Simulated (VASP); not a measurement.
Here is a VASP 6.6.1 calculation.

The input INCAR:

```
SYSTEM = Co5Si3
PREC = Accurate
ENCUT = 400
EDIFF = 1E-6
ISMEAR = -1
SIGMA = 0.156
LREAL = Auto
LASPH = .True.
NELM = 120
ALGO = Normal
ISIF = 2
LWAVE = .False.
LCHARG = .False.
GGA = PE
ISYM = -1
NBANDS = 71
GGA_COMPAT = .False.
```

The input KPOINTS:

```
explicit points
1
Reciprocal
  0.25000000   0.25000000   0.25000000 1
```

Contents of POSCAR:

```
Co5Si3
1.0
    6.0338460000      0.0132440000      0.0089480000
    0.0132440000      5.8666660000      0.1294660000
    0.0089480000      0.1294660000      6.1142670000
Co Si
10 6
Direct
    0.4649113436      0.7026802443      0.8561971162
    0.5636971654      0.9440128029      0.2436978098
    0.3962166738      0.1650745038      0.8596737953
    0.1558842242      0.4607069571      0.6813806563
    0.2257064878      0.7351597627      0.3149704101
    0.5896328930      0.4322343437      0.1219731349
    0.9440259451      0.2828542539      0.4494530329
    0.0911699129      0.8842281556      0.6846298549
    0.8349450523      0.2078413678      0.9318825169
    0.5327498637      0.5539536622      0.5250115491
    0.8265650865      0.5721390047      0.8076832999
    0.1565386830      0.4440521131      0.0350545112
    0.1527293322      0.9818366370      1.0750207532
    0.8791372938      0.6862596700      0.4142974432
    0.3287707773      0.0880817138      0.5025934543
    0.7053564143      1.0354409090      0.6607779932
```

Potentials or basis: VASP PAW PBE potentials, release 64 (Co, Si).

Run with:

```sh
$ cat potpaw_PBE.64/Co/POTCAR potpaw_PBE.64/Si/POTCAR > POTCAR
$ mpirun -np 1 vasp_std > vasp.out
```

Question: Estimate the pressure.

Answer: -12.0 GPa.

Question: What does it give for the largest force?

Answer: 2.354 eV/Å.

Stress tensor (GPa, compression positive):
```
-11.54   1.75   0.96
  1.75 -14.83  -1.00
  0.96  -1.00  -9.56
```

Caveat: the atoms stand as in a frame of molecular dynamics. Spin polarisation is off, so any magnetic state and its effect on volume and gap are missing.
